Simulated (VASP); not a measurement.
# Ru (Pm-3m) in VASP: further runs

Ru is run at these levels: PBE+D3(BJ); tasks: single point.

Program: VASP 6.6.1. These are calculated values, not measurements. Logs are shortened: lines on timing, memory, paths and dates and some standing lists are left out, and cuts for length are marked.

## (1) The cell of the first run

Symmetry: Pm-3m, No. 221, cubic system. Conventional cell: a = 2.461 Å, b = 2.461 Å, c = 2.461 Å, α = 90.00°, β = 90.00°, γ = 90.00°. Within 3.2 Å of Ru (site symmetry m-3m) lie 6 Ru at 2.46 Å.

## (2) Single point, PBE+D3(BJ)

File INCAR:

```
SYSTEM = Ru
PREC = Accurate
ENCUT = 520
EDIFF = 1E-6
ISMEAR = -1
SIGMA = 0.05
LREAL = .False.
LASPH = .True.
NELM = 80
ALGO = Normal
ISIF = 2
LWAVE = .False.
LCHARG = .False.
GGA = PE
IVDW = 12
NBANDS = 13
```

File KPOINTS:

```
regular mesh
0
Gamma
  9 9 9
  0 0 0
```

File POSCAR:

```
Ru
1.0
    2.4608137457      0.0000000000      0.0000000000
    0.0000000000      2.4608137457      0.0000000000
    0.0000000000      0.0000000000      2.4608137457
Ru
1
Direct
    0.0000000000      0.0000000000      0.0000000000
```

Potentials or basis: VASP PAW PBE potentials, release 64 (Ru_pv).

Command:

```sh
cat potpaw_PBE.64/Ru_pv/POTCAR > POTCAR
mpirun -np 1 vasp_std > vasp.out
```

OUTCAR:

```text
SYSTEM = Ru
   PREC = Accurate
   ENCUT = 520
   EDIFF = 1E-6
   ISMEAR = -1
   LREAL = .False.
   LASPH = .True.
   NELM = 80
   ISIF = 2
   GGA = PE
   IVDW = 12
 IVDW          = 12

 ion  position               nearest neighbor table
   1  0.000  0.000  0.000-

  LATTYP: Found a simple cubic cell.
 ALAT       =     2.4608137457

  Lattice vectors:

 A1 = (   2.4608137457,   0.0000000000,   0.0000000000)
 A2 = (   0.0000000000,   2.4608137457,   0.0000000000)
 A3 = (   0.0000000000,   0.0000000000,   2.4608137457)

Analysis of symmetry for initial positions (statically):
=====================================================================
 Subroutine PRICEL returns:
 Original cell was already a primitive cell.

 Routine SETGRP: Setting up the symmetry group for a
 simple cubic supercell.

 Subroutine GETGRP returns: Found 48 space group operations
 (whereof 48 operations were pure point group operations)
 out of a pool of 48 trial point group operations.

The static configuration has the point symmetry O_h .

Analysis of symmetry for dynamics (positions and initial velocities):
=====================================================================
 Subroutine PRICEL returns:
 Original cell was already a primitive cell.

 Routine SETGRP: Setting up the symmetry group for a
 simple cubic supercell.

 Subroutine GETGRP returns: Found 48 space group operations
 (whereof 48 operations were pure point group operations)
 out of a pool of 48 trial point group operations.

The dynamic configuration has the point symmetry O_h .

 Subroutine INISYM returns: Found 48 space group operations
 (whereof 48 operations are pure point group operations),
 and found     1 'primitive' translations

----------------------------------------------------------------------------------------

                                     Primitive cell

  volume of cell :      14.9017

  direct lattice vectors                    reciprocal lattice vectors
     2.460813746  0.000000000  0.000000000     0.406369642  0.000000000  0.000000000
     0.000000000  2.460813746  0.000000000     0.000000000  0.406369642  0.000000000
     0.000000000  0.000000000  2.460813746     0.000000000  0.000000000  0.406369642

  length of vectors
     2.460813746  2.460813746  2.460813746     0.406369642  0.406369642  0.406369642

  position of ions in fractional coordinates (direct lattice)
     0.000000000  0.000000000  0.000000000

  ion indices of the primitive-cell ions
   primitive index   ion index
                 1           1

----------------------------------------------------------------------------------------

 KPOINTS: regular mesh

Automatic generation of k-mesh.
 Grid dimensions read from file:
 generate k-points for:    9    9    9

 Generating k-lattice:

  Cartesian coordinates                     Fractional coordinates (reciprocal lattice)
     0.045152182  0.000000000  0.000000000     0.111111111  0.000000000  0.000000000
     0.000000000  0.045152182  0.000000000     0.000000000  0.111111111  0.000000000
     0.000000000  0.000000000  0.045152182     0.000000000  0.000000000  0.111111111

  Length of vectors
     0.045152182  0.045152182  0.045152182

  Shift w.r.t. Gamma in fractional coordinates (k-lattice)
     0.000000000  0.000000000  0.000000000

 Subroutine IBZKPT returns following result:
 ===========================================

 Found     35 irreducible k-points:

 Following reciprocal coordinates:
            Coordinates               Weight
  0.000000  0.000000  0.000000      1.000000
  0.111111  0.000000  0.000000      6.000000
  0.222222  0.000000  0.000000      6.000000
  0.333333  0.000000  0.000000      6.000000
  0.444444  0.000000  0.000000      6.000000
  0.111111  0.111111  0.000000     12.000000
[... 16 lines left out ...]
  0.333333  0.333333  0.111111     24.000000
  0.444444  0.333333  0.111111     48.000000
 [... further k-points ...]
   k-points           NKPTS =     35   k-points in BZ     NKDIM =     35   number of bands    NBANDS=     13
   number of dos      NEDOS =    301   number of ions     NIONS =      1
   total plane-waves  NPLWV =   5832
   dimension x,y,z NGX =    18 NGY =   18 NGZ =   18
   dimension x,y,z NGXF=    36 NGYF=   36 NGZF=   36
   ions per type =               1
   NGX,Y,Z   is equivalent  to a cutoff of  12.16, 12.16, 12.16 a.u.
   NGXF,Y,Z  is equivalent  to a cutoff of  24.32, 24.32, 24.32 a.u.
 SYSTEM =  Ru
   PREC   = accura    normal or accurate (medium, high low for compatibility)
   ISTART =      0    job   : 0-new  1-cont  2-samecut
   ICHARG =      2    charge: 1-file 2-atom 10-const
   ISPIN  =      1    spin polarized calculation?
   LNONCOLLINEAR =      F non collinear calculations
   LSORBIT =      F    spin-orbit coupling
   LASPH  =      T    aspherical Exc in radial PAW
   ENCUT  =  520.0 eV  38.22 Ry    6.18 a.u.   4.58  4.58  4.58*2*pi/ulx,y,z
   NELM   =     80;   NELMIN=  2; NELMDL= -5     # of ELM steps
   EDIFF  = 0.1E-05   stopping-criterion for ELM
   LREAL  =      F    real-space projection
   EDIFFG = 0.1E-04   stopping-criterion for IOM
   NSW    =      0    number of steps for IOM
   IBRION =     -1    ionic relax: 0-MD 1-quasi-New 2-CG
   NFREE  =      0    steps in history (QN), initial steepest desc. (CG)
   ISIF   =      2    stress and relaxation
   ISYM   =      2    0-nonsym 1-usesym 2-fastsym
   POTIM  = 0.5000    time-step for ionic-motion
   TEBEG  =    0.0;   TEEND  =   0.0 temperature during run
   PSTRESS=    0.0 pullay stress
   NELECT =      14.0000    total number of electrons
   NUPDOWN=      -1.0000    fix difference up-down
   EMIN   =  10.00;   EMAX   =-10.00  energy-range for DOS
   EFERMI =   0.00;   METHOD = LEGACY
   ISMEAR =    -1;   SIGMA  =   0.05  broadening in eV -4-tet -1-fermi 0-gaus
   EFERMI_NEDOS =   21; number of points for ismear=-14 and -15
   IALGO  =     38    algorithm
   IMIX   =      4    mixing-type and parameters
     AMIX     =   0.40;   BMIX     =  1.00
     AMIX_MAG =   1.60;   BMIX_MAG =  1.00
  volume/ion in A,a.u.               =      14.90       100.56
  Fermi-wavevector in a.u.,A,eV,Ry     =   1.603389  3.029965 34.978602  2.570855
  Thomas-Fermi vector in A             =   2.700059
   LORBIT       =      0    0 simple, 1 ext, 2 COOP (PROOUT), +10 PAW based schemes
   GGA     = PE    functional components
   LHFCALC =     F    Hartree Fock is set to
   AEXX    =    0.0000 exact exchange contribution
   IVDW    =    12    specifies the selected vdW correction
   LEPSILON=     F    determine dielectric tensor
   LRPA    =     F    only Hartree local field effects (RPA)
 non-spin polarized calculation
  energy-cutoff  :      520.00
  volume of cell :       14.90
 maximum number of plane-waves:       417
   NGX =  9   NGY =  9   NGZ =  9

 number of electron      14.0000004 magnetization

 Free energy of the ion-electron system (eV)
  ---------------------------------------------------
  ext. energy  EPLUGINS =         0.00000000
  ---------------------------------------------------
  free energy    TOTEN  =        -8.06425975 eV

  energy without entropy =       -8.05300166  energy(sigma->0) =       -8.05863070

 E-fermi :  11.5880     XC(G=0): -13.3805

 val. band max:       11.5464492405   @ k =   0.2222   0.1111   0.0000
 cond. band min:      11.6438300311   @ k =   0.3333   0.3333   0.1111
 fundamental gap:      0.0973807907
 Fermi energy:        11.5879894201

 k-point     1 :       0.0000    0.0000    0.0000
  band No.  band energies     occupation
      1     -30.9286      2.00000
      2     -30.9286      2.00000
      3     -30.9286      2.00000
      4       4.0164      2.00000
      5       5.7170      2.00000
      6       5.7170      2.00000
      7      13.2845      0.00000
      8      13.2845      0.00000
      9      13.2845      0.00000
     10      22.3958      0.00000
     11      28.6106      0.00000
     12      28.6106      0.00000
     13      28.6106      0.00000

 k-point     2 :       0.1111    0.0000    0.0000
  band No.  band energies     occupation
      1     -31.0845      2.00000
      2     -30.9153      2.00000
      3     -30.9153      2.00000
      4       4.3923      2.00000
      5       5.8050      2.00000
      6       6.1509      2.00000
      7      12.8671      0.00000
      8      12.8671      0.00000
      9      13.3169      0.00000
     10      22.3956      0.00000
     11      26.6161      0.00000
     12      29.3358      0.00000
     13      29.3358      0.00000

 k-point     3 :       0.2222    0.0000    0.0000
  band No.  band energies     occupation
      1     -31.4688      2.00000
      2     -30.8816      2.00000
      3     -30.8816      2.00000
      4       5.2097      2.00000
      5       6.0363      2.00000
      6       7.5305      2.00000
      7      11.9308      0.00210
      8      11.9308      0.00210
      9      13.3999      0.00000
     10      22.3945      0.00000
     11      23.4359      0.00000
     12      31.1296      0.00000
     13      31.1296      0.00000
[... 305 lines left out ...]
 k-point    23 :       0.3333    0.3333    0.1111
  band No.  band energies     occupation
      1     -31.7651      2.00000
      2     -31.7419      2.00000
      3     -30.9060      2.00000
      4       6.4002      2.00000
      5       7.7038      2.00000
      6      10.3618      2.00000
      7      10.3719      2.00000
      8      11.6438      0.49321
      9      13.9673      0.00000
     10      22.3952      0.00000
     11      22.4265      0.00000
     12      25.8318      0.00000
     13      30.9923      0.00000

 k-point    24 :       0.4444    0.3333    0.1111
  band No.  band energies     occupation
      1     -32.0096      2.00000
      2     -31.7186      2.00000
      3     -30.8803      2.00000
      4       5.8810      2.00000
      5       7.9708      2.00000
      6       9.9614      2.00000
      7      10.5395      2.00000
      8      12.4109      0.00000
      9      16.3934      0.00000
     10      20.1254      0.00000
     11      22.3956      0.00000
     12      26.6300      0.00000
     13      29.6799      0.00000

 [... further k-points ...]

------------------------ aborting loop because EDIFF is reached ----------------------------------------

 Edisp (eV)   -0.56740

 E8    (eV) :    -0.2586

  FORCE on cell =-STRESS in cart. coord.  units (eV):
  Direction    XX          YY          ZZ          XY          YZ          ZX
  --------------------------------------------------------------------------------------
  -------------------------------------------------------------------------------------
  Total       0.83332     0.83332     0.83332     0.00000     0.00000     0.00000
  in kB      89.59504    89.59504    89.59504     0.00000     0.00000     0.00000
  external pressure =       89.60 kB  Pullay stress =        0.00 kB

 VOLUME and BASIS-vectors are now :
 -----------------------------------------------------------------------------
  energy-cutoff  :      520.00
  volume of cell :       14.90
      direct lattice vectors                 reciprocal lattice vectors
     2.460813746  0.000000000  0.000000000     0.406369642  0.000000000  0.000000000
     0.000000000  2.460813746  0.000000000     0.000000000  0.406369642  0.000000000
     0.000000000  0.000000000  2.460813746     0.000000000  0.000000000  0.406369642

 POSITION                                       TOTAL-FORCE (eV/Angst)
 -----------------------------------------------------------------------------------
      0.00000      0.00000      0.00000         0.000000      0.000000      0.000000
 -----------------------------------------------------------------------------------
    total drift:                                0.000000      0.000000      0.000000

  FREE ENERGIE OF THE ION-ELECTRON SYSTEM (eV)
  ---------------------------------------------------
  free  energy   TOTEN  =        -8.6316638932 eV

  energy  without entropy=       -8.6204057961  energy(sigma->0) =       -8.62603484
```

Wall time 7.3 s (1 thread of Intel Xeon 8259CL, shared host); peak memory 0.13 GiB.

Results:

```yaml
Free_energy: -8.6317 eV
Pressure: 9.0 GPa
Band_gap_on_the_k_mesh: zero (band 7 reaches 14.96 eV, above the bottom of band 8 at 10.59 eV)
Dispersion_energy_per_atom: -0.567 eV
```

Caveat: three body term missing; pairwise dispersion overbinds metals, which lowers pressure and volume.

## (3) Single point, PBE+D3(BJ)

File INCAR:

```
SYSTEM = Ru
PREC = Accurate ; ENCUT = 520
EDIFF = 1E-7 ; ISMEAR = -1
SIGMA = 0.05 ; LREAL = .False.
LASPH = .True. ; NELM = 100
ALGO = Normal ; ISIF = 2
LWAVE = .False. ; LCHARG = .True.
GGA = PE ; IVDW = 12
LELF = .True. ; LVHAR = .True.
NBANDS = 13
```

KPOINTS is that of step 2.

File POSCAR:

```
Ru
1.0
    2.4600000000      0.0000000000      0.0000000000
    0.0000000000      2.4600000000      0.0000000000
    0.0000000000      0.0000000000      2.4600000000
Ru
1
Direct
    0.0000000000      0.0000000000      0.0000000000
```

Potentials or basis: VASP PAW PBE potentials, release 64 (Ru_pv).

Command:

```sh
cat potpaw_PBE.64/Ru_pv/POTCAR > POTCAR
mpirun -np 1 vasp_std > vasp.out
```

Wall time 7.8 s (1 thread of Intel Xeon 8259CL, shared host); peak memory 0.13 GiB.

Results (log left out):

- Free energy: -8.6308 eV
- Pressure: 9.2 GPa
- Band gap on the k mesh: zero (band 7 reaches 14.98 eV, above the bottom of band 8 at 10.61 eV)
- Dispersion energy per atom: -0.568 eV

Levels at points of the mesh, in eV from the Fermi level:
```tsv
k point	band 3	band 4	band 5	band 6	band 7	band 8	band 9	band 10	band 11	band 12
(0.00, 0.00, 0.00)	-42.52	-7.58	-5.88	-5.88	1.70	1.70	1.70	10.81	17.03	17.03
```

Caveat: three body term missing; pairwise dispersion overbinds metals, which lowers pressure and volume.
